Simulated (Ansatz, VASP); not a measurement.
Pd in VASP and in Ansatz

```xyz
5
Lattice="2.7411 0.0000 0.0000 0.0000 3.8764 0.0000 0.0000 0.0000 21.4821" Properties=species:S:1:pos:R:3 pbc="T T T"
Pd    0.0000    0.0000    8.0000
Pd    1.3705    1.9382    9.3705
Pd    0.0000    0.0000   10.7410
Pd    1.3705    1.9382   12.1116
Pd    0.0000    0.0000   13.4821
```

Alike in both runs: task single point; functional PBEsol; k mesh 13 × 10 × 1; occupations fermi-dirac, width 0.05 eV; no spin polarisation.

|  | VASP | Ansatz |
| --- | --- | --- |
| version | VASP 6.6.1 | Ansatz 0.2.0 |
| potentials or method | VASP PAW PBE potentials, release 64 (Pd), cutoff 520 eV | all-electron LAPW, scalar-relativistic |

Ansatz gave:

| Property | Result |
| --- | --- |
| rms of the force components (eV/Å) | 0.293 |

**Question.** Estimate VASP's values.

**Answer.** rms of the force components (eV/Å): 0.295.

VASP's potentials were made for PBE, not for PBEsol. Atom by atom the forces differ by 0.006 eV/Å (rms over components). Ansatz ran all-electron here, and VASP with PAW potentials.
